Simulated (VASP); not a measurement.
A run of VASP 6.6.1:

INCAR

```
PREC = Accurate
ENCUT = 600
EDIFF = 1E-6
ISMEAR = 0
SIGMA = 0.02
LREAL = F
LASPH = T
NELM = 120
ALGO = Normal
ISIF = 2
LWAVE = F
LCHARG = F
GGA = CA
NBANDS = 11
GGA_COMPAT = F
```

The input KPOINTS:

```
Automatic mesh
0
Gamma
  9 9 9
```

File POSCAR:

```
C
1.0
    0.0203326477      1.7595938803      1.7595938803
    1.7595938803      0.0203326477      1.7595938803
    1.7595938803      1.7595938803      0.0203326477
C
2
Direct
    0.0002018756      0.0002018756      0.0002018756
    0.2497981244      0.2497981244      0.2497981244
```

Potentials or basis: VASP PAW LDA potentials, release 64 (C).

Launch:

```sh
$ cat potpaw_LDA.64/C/POTCAR > POTCAR
$ mpirun -np 1 vasp_std > vasp.out
```

Hardware: 1 thread of Intel(R) Xeon(R) Platinum 8259CL CPU @ 2.50GHz (Skylake/Cascade Lake) (shared host).

Q: How long does it take, and how much memory?

A: Wall time 13 s on 1 thread of Intel(R) Xeon(R) Platinum 8259CL CPU @ 2.50GHz (Skylake/Cascade Lake), on a shared host, peak memory 0.12 GiB. Counts: scf iterations 11, k points 85.
